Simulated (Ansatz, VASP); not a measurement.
**Bi in VASP and in Ansatz**

The input INCAR:

```
SYSTEM = Bi
PREC     = Accurate       ! precision mode
ENCUT    = 520            ! plane-wave cutoff, eV
EDIFF    = 1E-8           ! SCF threshold, eV
ISMEAR   = -1             ! smearing method
SIGMA    = 0.03           ! smearing width, eV
LREAL    = .False.        ! projectors in reciprocal space
LASPH    = .True.         ! aspherical terms in the spheres
NELM     = 100            ! most SCF steps
ALGO     = Normal         ! electronic algorithm
ISIF     = 2              ! what is computed and relaxed
LWAVE    = .False.        ! write WAVECAR
LCHARG   = .False.        ! write CHGCAR
GGA      = PE             ! functional
LEFG     = .True.       
NBANDS   = 22             ! bands
```

File KPOINTS:

```
regular mesh
0
Gamma
  9 9 3
  0 0 0
```

Contents of POSCAR:

```
Bi
1.0
    4.4620532262      0.0000000000      0.0000000000
   -2.2310266131      3.8642514470      0.0000000000
    0.0000000000      0.0000000000     11.6284697350
Bi
2
Direct
    0.3333333333      0.6666666667      0.2500000000
    0.6666666667      0.3333333333      0.7500000000
```

Input for Ansatz:

```yaml
crystal:
  lattice:
    - [4.4620532262, 0.0, 0.0]
    - [-2.2310266131, 3.864251447, 0.0]
    - [0.0, 0.0, 11.628469735]
  atoms:
    - { symbol: Bi, position: [0.3333333333, 0.6666666667, 0.25] }
    - { symbol: Bi, position: [0.6666666667, 0.3333333333, 0.75] }
kpoints:
  mp_grid: { grid: [9, 9, 3] }
scf:
  occupations: { method: fermi_dirac, width: 0.03 }
hamiltonian:
  xc: pbe
  pseudopotentials: { kind: all_electron, datasets: crystal }
output:
  forces: true
  stress: true
  eigenvalues: true
  efg: { contact_densities: true }
```

Change from the starting cell: volume scaled by 0.95, crystal datasets.

Alike in both runs: task electric field gradients; functional PBE; k mesh 9 × 9 × 3; occupations fermi-dirac, width 0.03 eV; no spin polarisation.

|  | VASP | Ansatz |
| --- | --- | --- |
| version | VASP 6.6.1 | Ansatz 0.2.0 |
| potentials or method | VASP PAW PBE potentials, release 64 (Bi_d), cutoff 520 eV | all-electron PAW with datasets made for the crystal, scalar-relativistic |

|  | VASP | Ansatz | Ansatz less VASP |
| --- | --- | --- | --- |
| pressure (GPa) | -3.6 | -3.5 | +0.02 |
| traceless stress, the component that is largest in VASP (GPa) | 3.16 | 3.16 | 0.000 |
| size of Vzz on the site where it differs most (V/Å²) | 126.8 | 117.8 | -9.02 |

Ansatz ran all-electron here, and VASP with PAW potentials.

Spin-orbit coupling is off throughout.
